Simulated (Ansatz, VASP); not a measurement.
# Two plane-wave programs on TiCo

File INCAR:

```
PREC = Accurate ; ENCUT = 520
EDIFF = 1E-6 ; ISMEAR = 0
SIGMA = 0.024 ; LREAL = False
LASPH = True ; NELM = 150
ALGO = Normal ; ISIF = 2
LWAVE = False ; LCHARG = False
ISPIN = 2 ; MAGMOM = 2 1
LORBIT = 11 ; LMAXMIX = 4
GGA = PE ; NBANDS = 22
```

The input KPOINTS:

```
Automatic mesh
0
Gamma
  9 9 9
```

POSCAR

```
TiCo
1.0
    2.9861109900      0.0000000000      0.0000000000
    0.0000000000      2.9861109900      0.0000000000
    0.0000000000      0.0000000000      2.9861109900
Co Ti
1 1
Direct
    0.5000000000      0.5000000000      0.5000000000
    0.0000000000      0.0000000000      0.0000000000
```

Contents of input.yaml:

```yaml
crystal:
  lattice:
    - [2.98611099, 0.0, 0.0]
    - [0.0, 2.98611099, 0.0]
    - [0.0, 0.0, 2.98611099]
  atoms:
    - { symbol: Co, position: [0.5, 0.5, 0.5], spin: 2.0 }
    - { symbol: Ti, position: [0.0, 0.0, 0.0], spin: 1.0 }
hamiltonian:
  xc: pbe
  pseudopotentials: { kind: paw }
magnetization:
  spin_polarized: true
kpoints:
  mp_grid: { grid: [9, 9, 9] }
scf:
  occupations: { method: gaussian, width: 0.024 }
output:
  forces: true
  stress: true
  eigenvalues: true
  write_density: true
  write_potential: true
  elf: true
  volumetric_format: npy
```

Alike in both runs: task single point; functional PBE; k mesh 9 × 9 × 9; occupations gaussian, width 0.024 eV; collinear spin.

|  | VASP | Ansatz |
| --- | --- | --- |
| version | VASP 6.6.1 | Ansatz 0.2.0 |
| potentials or method | VASP PAW PBE potentials, release 64 (Co, Ti_sv) | Ansatz PAW |
| plane-wave cutoff (eV) | 520 | 420 |
| valence electrons in the cell | 21 | 29 |

```tsv
	VASP	Ansatz	Ansatz less VASP
gap on the k mesh at the Fermi level (eV)	none	none	-
pressure (GPa)	-0.8	-0.5	+0.25
net moment per atom (μB)	0.42	0.42	0.000
size of the moment on the site where the two differ most (μB)	0.92	0.94	+0.026
```

Site moments also hang on the region over which each program counts them. A gap of «none» marks a metal or a gap that the smearing closes. VASP's potentials hold 21 valence electrons a cell and Ansatz's 29, so a difference there can come from the potentials and not from the codes.
